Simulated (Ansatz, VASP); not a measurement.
# Ga: VASP beside Ansatz

```xyz
4
Lattice="3.0261 0.0000 0.0000 -1.5131 2.6207 0.0000 0.0000 0.0000 9.8833" Properties=species:S:1:pos:R:3 pbc="T T T"
Ga    0.0000    0.0000    0.0000
Ga    0.0000    0.0000    4.9417
Ga    0.0000    1.7471    2.4708
Ga    1.5131    0.8736    7.4125
```

Alike in both runs: task relaxation of cell and atoms; functional RPBE; k mesh 12 × 12 × 4; occupations fermi-dirac, width 0.1 eV; no spin polarisation.

|  | VASP | Ansatz |
| --- | --- | --- |
| version | VASP 6.6.1 | Ansatz 0.2.0 |
| potentials or method | VASP PAW PBE potentials, release 64 (Ga_d), cutoff 600 eV | plane waves (420 eV) with PAW, scalar-relativistic |
| valence electrons in the cell | 52 | 52 |

```csv
,VASP,Ansatz,Ansatz less VASP
relaxed volume (Å³/atom),19.70,19.70,-0.007
relaxed cell length with the largest relative difference (Å),9.901,9.899,-0.0014
```

VASP's potentials were made for PBE, not for RPBE.
